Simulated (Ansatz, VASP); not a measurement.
# SnO2 in VASP and in Ansatz

The input POSCAR:

```
SnO2
1.0
    3.2879889935     -0.2032526620     -0.3176181666
   -1.8200164654      3.0183550359      0.2266307573
   -1.1066083132      0.2728515764     11.0885872804
Sn O
2 4
Direct
    0.0120706178      0.0156556396      0.4984364272
    0.0014757282      0.0109725430     -0.0015050574
    0.6657438956      0.3331725516      0.4120993947
    0.6718925977      0.3327062939      0.0891535647
    0.3292866532      0.6579092958      0.5915697869
    0.3195305075      0.6495836762      0.9102458838
```

The input INCAR.step1:

```
SYSTEM = SnO2
PREC = Accurate
ENCUT = 520
ISMEAR = 0
SIGMA = 0.05
LREAL = .FALSE.
LASPH = .TRUE.
NELM = 100
NBANDS = 35
GGA = PE
ALGO = Normal
EDIFF = 1E-4
LWAVE = .TRUE.
LCHARG = .FALSE.
```

The input INCAR.step2:

```
SYSTEM = SnO2
PREC = Accurate
ENCUT = 520
EDIFF = 1E-6
ISMEAR = 0
SIGMA = 0.05
LREAL = .FALSE.
LASPH = .TRUE.
NELM = 100
ALGO = Normal
ISIF = 2
LWAVE = .FALSE.
LCHARG = .FALSE.
METAGGA = R2SCAN
LMIXTAU = .TRUE.
NBANDS = 35
ISTART = 1
```

KPOINTS

```
Automatic mesh
0
G
  12 12 2
  0 0 0
```

Input for Ansatz:

```yaml
crystal:
  lattice:
    - [3.2879889935, -0.203252662, -0.3176181666]
    - [-1.8200164654, 3.0183550359, 0.2266307573]
    - [-1.1066083132, 0.2728515764, 11.0885872804]
  atoms:
    - { symbol: Sn, position: [0.0120706178, 0.0156556396, 0.4984364272] }
    - { symbol: Sn, position: [0.0014757282, 0.010972543, -0.0015050574] }
    - { symbol: O, position: [0.6657438956, 0.3331725516, 0.4120993947] }
    - { symbol: O, position: [0.6718925977, 0.3327062939, 0.0891535647] }
    - { symbol: O, position: [0.3292866532, 0.6579092958, 0.5915697869] }
    - { symbol: O, position: [0.3195305075, 0.6495836762, 0.9102458838] }
basis:
  ecutwfc: 500
kpoints:
  mp_grid: { grid: [12, 12, 2] }
hamiltonian:
  xc: r2scan
scf:
  occupations: { method: gaussian, width: 0.05 }
output:
  forces: true
  stress: true
  eigenvalues: true
```

Change from the starting cell: all atoms moved at random, sigma 0.02 Å a component, cell strained at random, sigma 0.06.

Alike in both runs: task single point; functional r2SCAN; k mesh 12 × 12 × 2; occupations gaussian, width 0.05 eV; no spin polarisation.

```csv
,VASP,Ansatz
version,VASP 6.6.1,Ansatz 0.2.0
potentials or method,"VASP PAW PBE potentials, release 64 (Sn_d, O), cutoff 520 eV","scalar-relativistic, plane waves, PAW"
valence electrons in the cell,52,52
```

|  | VASP | Ansatz | Ansatz less VASP |
| --- | --- | --- | --- |
| gap on the k mesh at the Fermi level (eV) | 1.55 | 1.56 | +0.011 |
| least direct gap on the mesh (eV) | 1.94 | 1.95 | +0.006 |
| pressure (GPa) | -6.3 | -7.0 | -0.74 |
| traceless stress, the component that is largest in VASP (GPa) | 11.97 | 11.73 | -0.244 |
| rms of the force components (eV/Å) | 0.981 | 0.952 | -0.0290 |

VASP's potentials were made for PBE, not for r2SCAN. Atom by atom the forces differ by 0.052 eV/Å (rms over components). The functional is the same, so the differences come from potentials, cutoffs and numerics.
